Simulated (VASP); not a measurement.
Crystal: CaTa2.

```xyz
3
Lattice="3.9524 0.0000 0.0000 -1.9762 3.4229 0.0000 0.0000 0.0000 4.2675" Properties=species:S:1:pos:R:3 pbc="T T T"
Ca    0.0000    0.0000    0.0000
Ta    0.0000    2.2819    2.1338
Ta    1.9762    1.1410    2.1338
```

- Program: VASP 6.6.1
- Task: relaxation of cell and atoms
- Functional: PBE
- Potentials or basis: VASP PAW PBE potentials, release 64 (Ca_sv, Ta_pv)
- Cutoff: 600 eV
- k mesh: 6 × 6 × 4
- Occupations: gaussian, width 0.1 eV
- Spin: no spin polarisation

At the start: pressure 44.5 GPa; volume 19.24 Å³/atom.

**Question.** How do energy, volume and symmetry change on relaxing?

**Answer.** Over 17 steps the energy falls by 1418.7 meV/atom and the volume is 21.50 Å³/atom (+11.7 %); space group P6/mmm (No. 191, to 0.1 Å) before and after.

Step by step:
```
step  energy change (eV)  largest force (eV/Å)  pressure (GPa)  volume (Å³)
   1              0.0000                0.0000           44.46        57.73
   2             -0.2718                0.0000          -15.96       111.99
   3             -2.8068                0.0000           -4.26        79.55
   4             -2.8190                0.0000           -3.17        78.37
   5             -2.8215                0.0000           -2.47        77.63
   6             -3.0521                0.0000           -2.22        74.43
   7             -3.4823                0.0000           -0.49        68.89
   8             -3.9028                0.0000           16.41        56.79
   9             -3.8543                0.0000            5.15        63.19
  10             -4.0212                0.0000            9.60        60.00
  11             -4.0252                0.0000           10.88        59.28
  12             -4.0868                0.0000           10.24        59.31
  13             -4.1051                0.0000            9.86        59.29
  14             -4.1629                0.0000            7.52        60.34
  15             -4.2520                0.0000            1.41        63.57
  16             -4.2560                0.0000            0.05        64.40
  17             -4.2560                0.0000           -0.10        64.51
```

Final structure:
```
CELL_PARAMETERS angstrom
4.95449 0.00000 0.00000
-2.47724 4.29071 0.00000
0.00000 0.00000 3.03451
ATOMIC_POSITIONS crystal
Ca 0.00000 0.00000 0.00000
Ta 0.33333 0.66667 0.50000
Ta 0.66667 0.33333 0.50000
```

Caveat: the k points lie up to 0.52 Å⁻¹ apart in the final cell; a cell axis changed by over 15 % at a fixed basis, so the end point is rough.
